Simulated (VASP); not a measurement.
## TaN: single point with LDA

The system is TaN.

```
Ta N
1.0
     5.19600    0.00000    0.00000
    -2.59800    4.49987    0.00000
     0.00000    0.00000    2.91100
Ta N
3 3
Direct
  0.33333 0.66667 0.50000
  0.66667 0.33333 0.50000
  0.00000 0.00000 0.00000
  0.39285 0.00000 0.00000
  0.60715 0.60715 0.00000
  0.00000 0.39285 0.00000
```

```yaml
Program: VASP 6.6.1
Task: single point
Functional: LDA
Potentials_or_basis: VASP PAW LDA potentials, release 64 (Ta_pv, N)
Cutoff: 520 eV
k_mesh: 5 × 5 × 8
Occupations: fermi-dirac, width 0.1 eV
Spin: no spin polarisation
Dipole_correction: no
Further_INCAR_settings: ALGO = Normal; EDIFF = 1e-06; NBANDS = 33
```

```yaml
Pressure: -8.3 GPa
Largest_force: 0.060 eV/Å
Band_gap_on_the_k_mesh: zero (bands 24 and 25 overlap by 3.08 eV)
```

Forces in eV/Å, atoms in the order of the input:
```
Ta   0.000  0.000  0.000
Ta   0.000  0.000  0.000
Ta   0.000  0.000  0.000
N   -0.060  0.000  0.000
N    0.030  0.052  0.000
N    0.030 -0.052  0.000
```

Stress tensor (GPa, compression positive):
```
 -7.40   0.00   0.00
  0.00  -7.40   0.00
  0.00   0.00 -10.08
```

Levels at points of the mesh, in eV from the Fermi level:
```
           k point  band 20  band 21  band 22  band 23  band 24  band 25  band 26  band 27  band 28  band 29
(0.00, 0.00, 0.00)    -5.11    -4.32    -3.40    -2.02    -1.03    -1.03     0.42     0.42     1.70     1.80
(0.00, 0.00, 0.50)    -4.57    -4.40    -2.96    -2.96     1.77     1.77     1.90     2.08     2.08     3.15
```

Wall time 91 s on 1 thread of Intel Xeon 8259CL (shared host), peak memory 0.19 GiB.

Caveat: the cell stands under tension; spin-orbit coupling is left out, which moves the levels of the heavy elements.
